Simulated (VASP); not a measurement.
Runs of VASP 6.6.1 on Zr3Cl. The structure is that of space group Pm-3m (No. 221), or close to it. The cells are those of the table. 

| task | cell | k mesh | cutoff (eV) | gap on the mesh (eV) | pressure (GPa) | relaxed volume (Å³/atom) |
| --- | --- | --- | --- | --- | --- | --- |
| relaxation of cell and atoms | relaxed from a = 4.398 Å, 4 atoms | 10 × 10 × 10 | 600 | none | 0.0 | 21.62 |
| relaxation of cell and atoms | relaxed from a = 4.178 Å, 4 atoms | 4 × 4 × 4 | 600 | none | 0.0 | 21.40 |
| single point | a = 4.398 Å, 4 atoms | 4 × 4 × 4 | 520 | none | (a) | - |
| single point | a = 4.421 Å, 4 atoms | 10 × 10 × 10 | 520 | none | 0.1 | - |

Alike in all rows: level PBE; potentials or basis VASP PAW PBE potentials, release 64 (Zr_sv, Cl); no spin polarisation; smearing gaussian 0.1 eV.

**Question.** Fill in the values left out.

**Answer.** (a) 0.4.

Caveats: some runs use coarse meshes; an odd number of electrons without spin polarisation forces a metal; a magnetic or distorted state may lie lower; the volume moved by over 15 % at a fixed basis, so the end points are rough (some runs).

A k mesh can miss the band edges, and the runs leave out spin-orbit coupling on Zr.

A gap of «none» marks levels without a gap at the run's occupations.
